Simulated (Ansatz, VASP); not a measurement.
# Two plane-wave programs on HfSeS4

INCAR

```
SYSTEM = HfSeS4
  ALGO = Normal
  EDIFF = 1E-7
  EDIFFG = -0.04
  ENCUT = 600
  GGA = PE
  IBRION = 2
  ISIF = 3
  ISMEAR = 0
  LASPH = .True.
  LCHARG = .False.
  LREAL = .False.
  LWAVE = .False.
  NELM = 80
  NSW = 90
  PREC = Accurate
  SIGMA = 0.1
```

KPOINTS

```
k-points
0
Gamma
  4 4 4
  0 0 0
```

POSCAR

```
HfSeS4
1.0
    0.0000000000      4.0646046800      4.0646046800
    4.0646046800      0.0000000000      4.0646046800
    4.0646046800      4.0646046800      0.0000000000
Hf Se S
1 1 4
Direct
    0.2500000000      0.2500000000      0.2500000000
    0.0000000000      0.0000000000      0.0000000000
    0.1239199600      0.6253600100      0.6253600100
    0.6253600100      0.1239199600      0.6253600100
    0.6253600100      0.6253600100      0.1239199600
    0.6253600100      0.6253600100      0.6253600100
```

Input for Ansatz:

```yaml
crystal:
  lattice:
    - [0.0, 4.06460468, 4.06460468]
    - [4.06460468, 0.0, 4.06460468]
    - [4.06460468, 4.06460468, 0.0]
  atoms:
    - { symbol: Hf, position: [0.25, 0.25, 0.25] }
    - { symbol: Se, position: [0.0, 0.0, 0.0] }
    - { symbol: S, position: [0.12391996, 0.62536001, 0.62536001] }
    - { symbol: S, position: [0.62536001, 0.12391996, 0.62536001] }
    - { symbol: S, position: [0.62536001, 0.62536001, 0.12391996] }
    - { symbol: S, position: [0.62536001, 0.62536001, 0.62536001] }
basis:
  ecutwfc: 420
kpoints:
  mp_grid: { grid: [4, 4, 4] }
hamiltonian:
  xc: pbe
scf:
  occupations: { method: gaussian, width: 0.1 }
  lower_state_search: "off"
output:
  forces: true
  stress: true
  eigenvalues: true
relax:
  adjacent_minimum: "off"
  f_tol: 0.04
  max_steps: 70
  cell: { stress_tol: 0.4 }
```

Change from the starting cell: species swapped into the HoInCo4 type (F-43m, No. 216).

Alike in both runs: task relaxation of cell and atoms; functional PBE; k mesh 4 × 4 × 4; occupations gaussian, width 0.1 eV; no spin polarisation.

|  | VASP | Ansatz |
| --- | --- | --- |
| version | VASP 6.6.1 | Ansatz 0.2.0 |
| potentials or method | VASP PAW PBE potentials, release 64 (Hf_pv, Se, S), cutoff 600 eV | scalar-relativistic, plane waves, PAW |
| valence electrons in the cell | 40 | 66 |

```csv
,VASP,Ansatz,Ansatz less VASP
"gap on the k mesh at the Fermi level, each at its own relaxed structure (eV)",none,none,-
relaxed volume (Å³/atom),17.12,17.11,-0.016
relaxed cell length with the largest relative difference (Å),5.257,5.256,-0.0016
```

A gap of «none» marks a metal or a gap that the smearing closes. VASP's potentials hold 40 valence electrons a cell and Ansatz's 66, so a difference there can come from the potentials and not from the codes.

Neither program's run includes spin-orbit coupling. Noted on VASP's run: the volume moved by over 15 % at a fixed basis, so the end points are rough.
